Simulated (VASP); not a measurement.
A run of VASP 6.6.1 is set up as follows.

Contents of INCAR:

```
ALGO = Normal
EDIFF = 1E-6
ENCUT = 520
GGA = PE
ISIF = 2
ISMEAR = 0
LASPH = True
LCHARG = True
LELF = True
LREAL = False
LVHAR = True
LWAVE = False
NBANDS = 60
NELM = 80
PREC = Accurate
SIGMA = 0.02
```

The input KPOINTS:

```
k-points
0
Gamma
  8 8 8
```

The input POSCAR:

```
TiO2
1.0
   -4.4046427016      4.4046427016      1.8824189523
    4.4046427016     -4.4046427016      1.8824189523
    4.4046427016      4.4046427016     -1.8824189523
Ti O
4 8
Direct
    0.2897150200      0.0113836866      0.3010987067
    0.0113836866      0.7102849800      0.7216686666
    0.9886163134      0.2897150200      0.2783313334
    0.7102849800      0.9886163134      0.6989012933
    0.4928935817      0.1524580986      0.6453516803
    0.1615537427      0.8438900605      0.0054438032
    0.1524580986      0.5071064183      0.6595645168
    0.1561099395      0.1615537427      0.3176636822
    0.8438900605      0.8384462573      0.6823363178
    0.8475419014      0.4928935817      0.3404354832
    0.8384462573      0.1561099395      0.9945561968
    0.5071064183      0.8475419014      0.3546483197
```

Potentials or basis: VASP PAW PBE potentials, release 64 (Ti_sv, O).

Run with:

```sh
$ cat potpaw_PBE.64/Ti_sv/POTCAR potpaw_PBE.64/O/POTCAR > POTCAR
$ mpirun -np 1 vasp_std > vasp.out
```

What does it give for the band gap on the k mesh?

1.99 eV (least direct gap 2.61 eV).

What does it give for the pressure?

0.6 GPa.

Predict the largest force.

0.093 eV/Å.

Forces on the atoms (eV/Å):
```
Ti  -0.028  0.089  0.000
Ti  -0.089 -0.028  0.000
Ti   0.089  0.028  0.000
Ti   0.028 -0.089  0.000
O   -0.011  0.001  0.000
O    0.024  0.036  0.000
O   -0.001 -0.011  0.000
O    0.036 -0.024  0.000
O   -0.036  0.024  0.000
O    0.001  0.011  0.000
O   -0.024 -0.036  0.000
O    0.011 -0.001  0.000
```

A k mesh can miss the band edges.
